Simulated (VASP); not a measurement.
Set up this calculation in VASP 6.6.1, as the native input.

* Task: single point
* Functional: PBE
* Potentials or basis: VASP PAW PBE potentials, release 64 (Nb_sv, Mo_sv, N)
* Cutoff: 600 eV
* k mesh: 3 × 3 × 3
* Occupations: gaussian, width 0.15 eV
* Spin: collinear spin
* Starting moments: [0.0, 0.0, 1.0, 0.0, 0.0, 0.0] μB
* Dipole correction: no
* Further INCAR settings: ALGO = Normal; EDIFF = 1e-06; NBANDS = 40

The structure of Nb2MoN3 lies in POSCAR:

```
Nb2MoN3
1.0
    5.2533847643      0.0000000000      0.0000000000
   -2.6266923821      4.5495646617      0.0000000000
    0.0000000000      0.0000000000      2.9025672280
Nb Mo N
2 1 3
Direct
    0.3333333333      0.6666666667      0.5000000000
    0.6666666667      0.3333333333      0.5000000000
    0.0000000000      0.0000000000      0.0000000000
    0.5000000000      0.0000000000      0.0000000000
    0.0000000000      0.5000000000      0.0000000000
    0.5000000000      0.5000000000      0.0000000000
```

The cell was built from a structure type or drawn by symmetry, and may not be a known phase.

The input as run:

INCAR

```
SYSTEM = Nb2MoN3
PREC = Accurate ; ENCUT = 600
EDIFF = 1E-6 ; ISMEAR = 0
SIGMA = 0.15 ; LREAL = .False.
LASPH = .True. ; NELM = 200
ALGO = Normal ; ISIF = 2
LWAVE = .False. ; LCHARG = .False.
ISPIN = 2 ; MAGMOM = 0 0 1 0 0 0
LORBIT = 11 ; LMAXMIX = 4
GGA = PE ; NBANDS = 40
GGA_COMPAT = .False.
```

KPOINTS

```
regular mesh
0
Gamma
  3 3 3
  0 0 0
```

Potentials or basis: VASP PAW PBE potentials, release 64 (Nb_sv, Mo_sv, N).

Run with:

```sh
$ cat potpaw_PBE.64/Nb_sv/POTCAR potpaw_PBE.64/Mo_sv/POTCAR potpaw_PBE.64/N/POTCAR > POTCAR
$ mpirun -np 1 vasp_std > vasp.out
```

Results of the run:

```yaml
Pressure: -0.7 GPa
Net_moment: 0.26 μB per cell
Site_moments: Nb -0.01; Mo +0.27; N -0.01 μB
Valence_electrons_inside_the_program's_atomic_spheres: Nb 10.61; Mo 12.07; N 3.75
```

Caveat: the k points lie up to 0.72 Å⁻¹ apart.

Wall time 2 min on 1 thread of Intel Xeon 8259CL, with other jobs on the host, peak memory 0.24 GiB.
